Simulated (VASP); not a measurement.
Set up this calculation in VASP 6.6.1, as the native input.

```
Task                   : single point
Functional             : LDA
Potentials or basis    : VASP PAW LDA potentials, release 64 (K_sv, Pd)
Cutoff                 : 520 eV
k mesh                 : 8 × 8 × 8
Occupations            : fermi-dirac, width 0.1 eV
Spin                   : no spin polarisation
Dipole correction      : no
Further INCAR settings : ALGO = Normal; EDIFF = 1e-07; NBANDS = 26
```

The structure of K3Pd lies in POSCAR:

```
K3Pd
1.0
    5.0816439807      0.0000000000      0.0000000000
    0.0000000000      5.0816439807      0.0000000000
    0.0000000000      0.0000000000      5.0816439807
K Pd
3 1
Direct
    0.5000000000      0.5000000000      0.0000000000
    0.5000000000      0.0000000000      0.5000000000
    0.0000000000      0.5000000000      0.5000000000
    0.0000000000      0.0000000000      0.0000000000
```

One way to write it, as run:

INCAR

```
PREC = Accurate ; ENCUT = 520
EDIFF = 1E-7 ; ISMEAR = -1
SIGMA = 0.1 ; LREAL = F
LASPH = T ; NELM = 80
ALGO = Normal ; ISIF = 2
LWAVE = F ; LCHARG = T
LELF = T ; LVHAR = T
NBANDS = 26
```

KPOINTS

```
regular mesh
0
Gamma
  8 8 8
```

Potentials or basis: VASP PAW LDA potentials, release 64 (K_sv, Pd).

The run is started by

```console
$ cat potpaw_LDA.64/K_sv/POTCAR potpaw_LDA.64/Pd/POTCAR > POTCAR
$ mpirun -np 1 vasp_std > vasp.out
```

Results of the run:

| Property | Result |
| --- | --- |
| Pressure | 0.0 GPa |

It took 3.2 min on 1 thread of AMD EPYC 7R43 64-Core Processor (Zen 3), on a shared host, peak memory 0.23 GiB.
